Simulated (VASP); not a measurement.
Here is a VASP 6.6.1 calculation.

Contents of INCAR:

```
PREC = Accurate
ENCUT = 500
EDIFF = 1E-7
ISMEAR = -1
SIGMA = 0.1
LREAL = False
LASPH = True
NELM = 120
ALGO = Normal
ISIF = 3
LWAVE = False
LCHARG = False
GGA = PS
IBRION = 2
NSW = 80
EDIFFG = -0.02
GGA_COMPAT = False
NELMIN = 4
```

The input KPOINTS:

```
Automatic mesh
0
Gamma
  5 5 5
```

Contents of POSCAR:

```
Cs
1.0
    0.0000000000      3.8200000000      3.8200000000
    3.8200000000      0.0000000000      3.8200000000
    3.8200000000      3.8200000000      0.0000000000
Cs
1
Direct
    0.0000000000      0.0000000000      0.0000000000
```

Potentials or basis: VASP PAW PBE potentials, release 64 (Cs_sv).

Launch:

```bash
$ cat potpaw_PBE.64/Cs_sv/POTCAR > POTCAR
$ mpirun -np 1 vasp_std > vasp.out
```

**Question.** Estimate the relaxed volume.

**Answer.** 108.38 Å³/atom.

**Question.** What does it give for the relaxed cell?

**Answer.** a = 5.352 Å, b = 5.352 Å, c = 5.352 Å, α = 60.00°, β = 60.00°, γ = 60.00°.

**Question.** Predict the band gap on the k mesh.

**Answer.** Zero (an odd number of electrons rules out a gap without spin polarisation).

**Question.** What does it give for the space group after relaxing (to 0.1 Å)?

**Answer.** Fm-3m (No. 225).

Final structure:
```
CELL_PARAMETERS angstrom
0.00000 3.78422 3.78422
3.78422 0.00000 3.78422
3.78422 3.78422 0.00000
ATOMIC_POSITIONS crystal
Cs 0.00000 0.00000 0.00000
```

Caveat: the PAW data sets were made with another functional, which shifts forces and pressure a little; spin-orbit coupling is left out, which moves the levels of the heavy elements.
